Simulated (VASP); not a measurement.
Here is a VASP 6.6.1 calculation.

File POSCAR:

```
Rh
1.0
    2.5629828035      0.0000000000      0.0000000000
   -1.2814914017      2.2196082173      0.0000000000
    0.0000000000      0.0000000000      4.1763461271
Rh
2
Direct
    0.3333333333      0.6666666667      0.2500000000
    0.6666666667      0.3333333333      0.7500000000
```

The input INCAR.step1:

```
SYSTEM = Rh
ALGO     = Normal         ! electronic algorithm
EDIFF    = 1E-4           ! SCF threshold, eV
ENCUT    = 520            ! plane-wave cutoff, eV
GGA      = PE             ! functional
ISMEAR   = 0              ! smearing method
LASPH    = .TRUE.         ! aspherical terms in the spheres
LCHARG   = .FALSE.        ! write CHGCAR
LREAL    = .FALSE.        ! projectors in reciprocal space
LWAVE    = .TRUE.         ! write WAVECAR
NBANDS   = 22             ! bands
NELM     = 100            ! most SCF steps
PREC     = Accurate       ! precision mode
SIGMA    = 0.1            ! smearing width, eV
```

The input INCAR.step2:

```
SYSTEM = Rh
ALGO     = Normal         ! electronic algorithm
EDIFF    = 1E-7           ! SCF threshold, eV
ENCUT    = 520            ! plane-wave cutoff, eV
ISIF     = 2              ! what is computed and relaxed
ISMEAR   = 0              ! smearing method
ISTART   = 1            
LASPH    = .TRUE.         ! aspherical terms in the spheres
LCHARG   = .FALSE.        ! write CHGCAR
LMIXTAU  = .TRUE.       
LREAL    = .FALSE.        ! projectors in reciprocal space
LWAVE    = .FALSE.        ! write WAVECAR
METAGGA  = R2SCAN         ! meta-GGA
NBANDS   = 22             ! bands
NELM     = 100            ! most SCF steps
PREC     = Accurate       ! precision mode
SIGMA    = 0.1            ! smearing width, eV
```

Contents of KPOINTS:

```
k-points
0
G
  10 10 5
  0 0 0
```

Potentials or basis: VASP PAW PBE potentials, release 64 (Rh_pv).

Run with:

```sh
$ cat potpaw_PBE.64/Rh_pv/POTCAR > POTCAR
$ cp INCAR.step1 INCAR
$ mpirun -np 1 vasp_std > vasp.out
$ cp INCAR.step2 INCAR
$ mpirun -np 1 vasp_std > vasp.out
```

(1) What does it give for the band gap on the k mesh?

(2) Estimate the pressure.

Results:

(1) zero (band 15 reaches 15.57 eV, above the bottom of band 16 at 12.60 eV).

(2) 62.4 GPa.

Caveat: the PAW data sets were made with another functional, which shifts forces and pressure a little.
